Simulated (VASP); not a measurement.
## InSe: single point with PBE

The system is InSe.

```
In Se
1.0
     5.88789   -2.13456    0.04532
     5.88789    2.13456    0.04532
    -1.54598    0.00000    5.07814
In Se
2 2
Direct
  0.88390 0.89190 0.05330
  0.10810 0.11610 0.94670
  0.67215 0.66051 0.69521
  0.33949 0.32785 0.30479
```

This cell differs from its parent crystal: atoms displaced along a vibrational mode, the cell strained.

```
Program             : VASP 6.6.1
Task                : single point
Functional          : PBE
Potentials or basis : VASP PAW PBE potentials, release 64 (In_d, Se)
Cutoff              : 520 eV
k mesh              : 8 × 8 × 6
Occupations         : gaussian, width 0.05 eV
Spin                : no spin polarisation
```

| Item | Value |
| --- | --- |
| Pressure | -0.5 GPa |
| Largest force | 0.311 eV/Å |
| Band gap on the k mesh | 0.84 eV (least direct gap 0.99 eV) |

Forces in eV/Å, atoms in the order of the input:
```
In   0.006 -0.187 -0.205
In  -0.006 -0.187  0.205
Se   0.179  0.187 -0.172
Se  -0.179  0.187  0.172
```

Stress tensor (GPa, compression positive):
```
-1.22  0.00 -0.93
 0.00 -0.46  0.00
-0.93  0.00  0.30
```

Levels at points of the mesh, in eV from the valence-band top:
```tsv
k point	band 15	band 16	band 17	band 18	band 19	band 20	band 21	band 22	band 23	band 24
(0.00, 0.00, 0.00)	-3.50	-2.28	-1.93	-1.43	-1.05	1.96	2.39	3.08	4.42	5.24
(0.50, 0.00, 0.00)	-2.47	-2.21	-1.93	-1.67	-1.42	1.67	2.30	3.76	3.88	4.36
(0.50, 0.50, 0.00)	-2.56	-2.44	-1.26	-1.13	0.00	1.08	2.20	3.35	3.58	5.13
(0.00, 0.00, 0.50)	-2.53	-2.11	-1.49	-1.46	-0.56	0.84	1.69	3.05	3.74	6.11
(0.50, 0.00, 0.50)	-3.06	-2.86	-2.11	-1.96	-1.27	2.07	3.07	3.53	4.34	5.80
(0.50, 0.50, 0.50)	-2.34	-2.13	-1.54	-0.99	-0.48	1.67	2.52	3.29	4.71	4.97
```

Run time: 7 min on 1 thread of Intel(R) Xeon(R) Platinum 8488C (Sapphire Rapids), with other jobs on the host, peak memory 0.52 GiB.

Caveat: the cell differs from its parent crystal (atoms displaced along a vibrational mode, the cell strained); spin-orbit coupling is left out, which moves the levels of the heavy elements. A k mesh can miss the band edges.
